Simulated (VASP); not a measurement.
# In (P6_3/mmc) in VASP: notebook, part 2 of 2

VASP 6.6.1. The steps go on from the part before.

### Step 3. Single point, PBE+D3(BJ) (25.45 Å³/atom)

This run uses another cell than the first one, of 25.45 Å³/atom.

Input file INCAR:

```
SYSTEM = In
ALGO = Fast
EDIFF = 1E-7
ENCUT = 520
GGA = PE
ISIF = 2
ISMEAR = 0
IVDW = 12
LASPH = .True.
LCHARG = .False.
LREAL = .False.
LWAVE = .False.
NBANDS = 20
NELM = 100
PREC = Accurate
SIGMA = 0.1
```

Input file KPOINTS:

```
k-points
0
Gamma
  15 15 8
  0 0 0
```

Input file POSCAR:

```
In
1.0
    3.2951418527      0.0000000000      0.0000000000
   -1.6475709264      2.8536765535      0.0000000000
    0.0000000000      0.0000000000      5.4131761573
In
2
Direct
    0.3333333333      0.6666666667      0.2500000000
    0.6666666667      0.3333333333      0.7500000000
```

Potentials or basis: VASP PAW PBE potentials, release 64 (In_d).

Started as:

```
$ cat potpaw_PBE.64/In_d/POTCAR > POTCAR
$ mpirun -np 1 vasp_std > vasp.out
```

OUTCAR:

```text
SYSTEM = In
   EDIFF = 1E-7
   ENCUT = 520
   GGA = PE
   ISIF = 2
   ISMEAR = 0
   IVDW = 12
   LASPH = .True.
   LREAL = .False.
   NELM = 100
   PREC = Accurate
 IVDW          = 12

 ion  position               nearest neighbor table
   1  0.333  0.667  0.250-   2 3.31   2 3.31   2 3.31   2 3.31   2 3.31   2 3.31
   2  0.667  0.333  0.750-   1 3.31   1 3.31   1 3.31   1 3.31   1 3.31   1 3.31

  LATTYP: Found a hexagonal cell.
 ALAT       =     3.2951418527
 C/A-ratio  =     1.6427748483

  Lattice vectors:

 A1 = (   3.2951418527,   0.0000000000,   0.0000000000)
 A2 = (  -1.6475709264,   2.8536765535,   0.0000000000)
 A3 = (   0.0000000000,   0.0000000000,   5.4131761573)

Analysis of symmetry for initial positions (statically):
=====================================================================
 Subroutine PRICEL returns:
 Original cell was already a primitive cell.

 Routine SETGRP: Setting up the symmetry group for a
 hexagonal supercell.

 Subroutine GETGRP returns: Found 24 space group operations
 (whereof 12 operations were pure point group operations)
[... 164 lines left out ...]
  free energy    TOTEN  =        -5.06624162 eV

  energy without entropy =       -5.06160926  energy(sigma->0) =       -5.06392544

 E-fermi :   7.8563     XC(G=0): -10.3856

 val. band max:        7.8425318344   @ k =   0.2667   0.2667   0.3750
 cond. band min:       7.8955060173   @ k =   0.2000   0.0000   0.2500
 fundamental gap:      0.0529741829
 Fermi energy:         7.8563468328

 k-point     1 :       0.0000    0.0000    0.0000
  band No.  band energies     occupation
      1      -6.9009      2.00000
      2      -6.8284      2.00000
      3      -6.7935      2.00000
      4      -6.7935      2.00000
      5      -6.7626      2.00000
      6      -6.7626      2.00000
[... 541 lines left out ...]
     19      14.7559      0.00000
     20      20.1582      0.00000

 [... further k-points ...]

------------------------ aborting loop because EDIFF is reached ----------------------------------------

 Edisp (eV)   -0.69573

 E8    (eV) :    -0.3473

  FORCE on cell =-STRESS in cart. coord.  units (eV):
  Direction    XX          YY          ZZ          XY          YZ          ZX
  --------------------------------------------------------------------------------------
  -------------------------------------------------------------------------------------
  Total       0.41863     0.41863     0.42595    -0.00000     0.00000     0.00000
  in kB      13.17684    13.17684    13.40716    -0.00000     0.00000     0.00000
  external pressure =       13.25 kB  Pullay stress =        0.00 kB

 VOLUME and BASIS-vectors are now :
 -----------------------------------------------------------------------------
  energy-cutoff  :      520.00
  volume of cell :       50.90
      direct lattice vectors                 reciprocal lattice vectors
     3.295141853  0.000000000  0.000000000     0.303477072  0.175212569  0.000000000
    -1.647570926  2.853676554  0.000000000     0.000000000  0.350425138  0.000000000
     0.000000000  0.000000000  5.413176157     0.000000000  0.000000000  0.184734428

 POSITION                                       TOTAL-FORCE (eV/Angst)
 -----------------------------------------------------------------------------------
     -0.00000      1.90245      1.35329         0.000000      0.000000      0.000000
      1.64757      0.95123      4.05988        -0.000000      0.000000      0.000000
 -----------------------------------------------------------------------------------
    total drift:                                0.000000     -0.000000      0.000000

  FREE ENERGIE OF THE ION-ELECTRON SYSTEM (eV)
  ---------------------------------------------------
  free  energy   TOTEN  =        -5.7619730392 eV

  energy  without entropy=       -5.7573406836  energy(sigma->0) =       -5.75965686
```

OSZICAR:

```text
N       E                     dE             d eps       ncg     rms          rms(c)
DAV:   1     0.212365436944E+03    0.21237E+03   -0.13219E+04  5424   0.183E+03
DAV:   2     0.108351909945E+02   -0.20153E+03   -0.19766E+03  5448   0.378E+02
DAV:   3    -0.465449106482E+01   -0.15490E+02   -0.15387E+02  6200   0.119E+02
DAV:   4    -0.510109106515E+01   -0.44660E+00   -0.44633E+00  6500   0.219E+01
DAV:   5    -0.512589830299E+01   -0.24807E-01   -0.24806E-01  7836   0.433E+00    0.360E+00
RMM:   6    -0.507651865154E+01    0.49380E-01   -0.80272E-02  6404   0.375E+00    0.187E+00
RMM:   7    -0.506638203328E+01    0.10137E-01   -0.35024E-02  6230   0.202E+00    0.311E-01
RMM:   8    -0.506601041717E+01    0.37162E-03   -0.51230E-03  7324   0.107E+00    0.119E-01
RMM:   9    -0.506619060369E+01   -0.18019E-03   -0.19804E-03  7949   0.379E-01    0.503E-02
RMM:  10    -0.506621703370E+01   -0.26430E-04   -0.55821E-04  7069   0.367E-01    0.153E-02
RMM:  11    -0.506623671083E+01   -0.19677E-04   -0.26786E-04  8637   0.144E-01    0.388E-02
RMM:  12    -0.506624343370E+01   -0.67229E-05   -0.56434E-05  8745   0.645E-02    0.625E-02
RMM:  13    -0.506624254442E+01    0.88928E-06   -0.11456E-05  7297   0.393E-02    0.517E-02
RMM:  14    -0.506624302013E+01   -0.47571E-06   -0.43022E-06  6151   0.283E-02    0.259E-02
RMM:  15    -0.506624215199E+01    0.86814E-06   -0.21268E-06  7222   0.152E-02    0.201E-02
RMM:  16    -0.506624198753E+01    0.16446E-06   -0.10391E-06  4996   0.649E-03    0.137E-02
RMM:  17    -0.506624170749E+01    0.28004E-06   -0.17184E-07  3358   0.536E-03    0.671E-03
RMM:  18    -0.506624161700E+01    0.90491E-07   -0.86360E-08  3092   0.380E-03
   1 F= -.57619730E+01 E0= -.57596569E+01  d E =-.463236E-02
```

stdout:

```text
POSCAR found type information on POSCAR In
 POSCAR found :  1 types and       2 ions
 scaLAPACK will be used
 LDA part: xc-table for (Slater+PW92), standard interpolation
 POSCAR, INCAR and KPOINTS ok, starting setup
 FFT: planning ... GRIDC
 FFT: planning ... GRID_SOFT
 FFT: planning ... GRID
 WAVECAR not read
 entering main loop
WARNING in EDDRMM: call to ZHEGV failed, returncode =   6  3     19
WARNING in EDDRMM: call to ZHEGV failed, returncode =   6  3     19
WARNING in EDDRMM: call to ZHEGV failed, returncode =   6  3     17
WARNING in EDDRMM: call to ZHEGV failed, returncode =   6  3     20
WARNING in EDDRMM: call to ZHEGV failed, returncode =   6  3     19
WARNING in EDDRMM: call to ZHEGV failed, returncode =   6  3     17
 num prob  num prob  num prob  num prob  num prob  num prob  num prob  num prob  num prob RMM:  16    -0.506624198753E+01    0.16446E-06   -0.10391E-06  4996   0.649E-03    0.137E-02
 num prob  num prob  num prob  num prob  num prob  num prob WARNING in EDDRMM: call to ZHEGV failed, returncode =   6  3     19
 num prob RMM:  17    -0.506624170749E+01    0.28004E-06   -0.17184E-07  3358   0.536E-03    0.671E-03
 num prob  num prob  num prob  num prob WARNING in EDDRMM: call to ZHEGV failed, returncode =   6  3     20
 num prob  num prob  num prob  num prob  num prob  num prob  num prob  num prob  num prob  num prob  num prob  num prob  num prob  num prob  num prob  num prob  num prob  num prob  num prob  num prob  num prob RMM:  18    -0.506624161700E+01    0.90491E-07   -0.86360E-08  3092   0.380E-03
```

Wall time 1.9 min (1 thread of Intel Xeon Platinum 8488C (Sapphire Rapids), shared host); peak memory 0.26 GiB.

Results:

```
Free energy                : -5.7620 eV
Pressure                   : 1.3 GPa
Band gap on the k mesh     : zero (bands 13 and 14 overlap by 6.46 eV)
Dispersion energy per atom : -0.348 eV
```

Caveat: spin-orbit coupling is left out, which moves the levels of the heavy elements.

The gap in the log of VASP goes by the Fermi energy; the results here count the filled bands.